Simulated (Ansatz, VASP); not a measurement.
One calculation of ZnSe, two programs

```xyz
2
Lattice="0.0000 2.8085 2.8085 2.8085 0.0000 2.8085 2.8085 2.8085 0.0000" Properties=species:S:1:pos:R:3 pbc="T T T"
Zn    0.0000    0.0000    0.0000
Se    4.2128    4.2128    4.2128
```

Alike in both runs: task single point; functional PBE; dispersion D3(BJ); k mesh 8 × 8 × 8; occupations gaussian, width 0.05 eV; no spin polarisation.

```csv
,VASP,Ansatz
version,VASP 6.6.1,Ansatz 0.2.0
potentials or method,"VASP PAW PBE potentials, release 64 (Zn, Se), cutoff 520 eV","scalar-relativistic, plane waves, PAW"
valence electrons in the cell,18,28
```

```csv
,VASP,Ansatz,Ansatz less VASP
gap on the k mesh at the Fermi level (eV),1.40,1.40,-0.003
least direct gap on the mesh (eV),1.40,1.40,-0.003
pressure (GPa),1.6,1.3,-0.26
```

VASP's potentials hold 18 valence electrons a cell and Ansatz's 28, so a difference there can come from the potentials and not from the codes.
